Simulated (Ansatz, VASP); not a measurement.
# W: VASP beside Ansatz

Contents of INCAR:

```
SYSTEM = W
PREC = Accurate
ENCUT = 520
EDIFF = 1E-7
ISMEAR = 0
SIGMA = 0.15
LREAL = .False.
LASPH = .True.
NELM = 80
ALGO = Fast
ISIF = 2
LWAVE = .False.
LCHARG = .False.
GGA = PE
NBANDS = 13
```

Contents of KPOINTS:

```
Automatic mesh
0
Gamma
  22 22 22
  0 0 0
```

The input POSCAR:

```
W
1.0
   -1.3810324883      1.5989700039      1.5989700039
    1.5989700039     -1.3810324883      1.5989700039
    1.5989700039      1.5989700039     -1.3810324883
W
1
Direct
    0.0000000000      0.0000000000      0.0000000000
```

Input for Ansatz:

```yaml
crystal:
  lattice:
    - [-1.3810324883, 1.5989700039, 1.5989700039]
    - [1.5989700039, -1.3810324883, 1.5989700039]
    - [1.5989700039, 1.5989700039, -1.3810324883]
  atoms:
    - { symbol: W, position: [0.0, 0.0, 0.0] }
basis:
  ecutwfc: 420
kpoints:
  mp_grid: { grid: [22, 22, 22] }
hamiltonian:
  xc: pbe
  pseudopotentials: { kind: paw, azcp: { folder: soft_1 } }
scf:
  occupations: { method: gaussian, width: 0.15 }
output:
  forces: true
  stress: true
  eigenvalues: true
  write_density: true
  write_potential: true
  elf: true
  volumetric_format: npy
```

Alike in both runs: task single point; functional PBE; k mesh 22 × 22 × 22; occupations gaussian, width 0.15 eV; no spin polarisation.

```csv
,VASP,Ansatz
version,VASP 6.6.1,Ansatz 0.2.0
potentials or method,"VASP PAW PBE potentials, release 64 (W_sv), cutoff 520 eV","scalar-relativistic, plane waves, PAW"
valence electrons in the cell,14,14
```

Ansatz gave:

| Quantity | Value |
| --- | --- |
| gap on the k mesh at the Fermi level (eV) | none |
| pressure (GPa) | 7.6 |
| traceless stress, the component that is largest in VASP (GPa) | -14.18 |

Question: Which values does VASP return?

Answer: gap on the k mesh at the Fermi level (eV): none; pressure (GPa): 8.2; traceless stress, the component that is largest in VASP (GPa): -14.31.

A gap of «none» marks a metal or a gap that the smearing closes. With one functional, cell and mesh, what is left measures potentials, basis and numerics.

Spin-orbit coupling is off throughout.
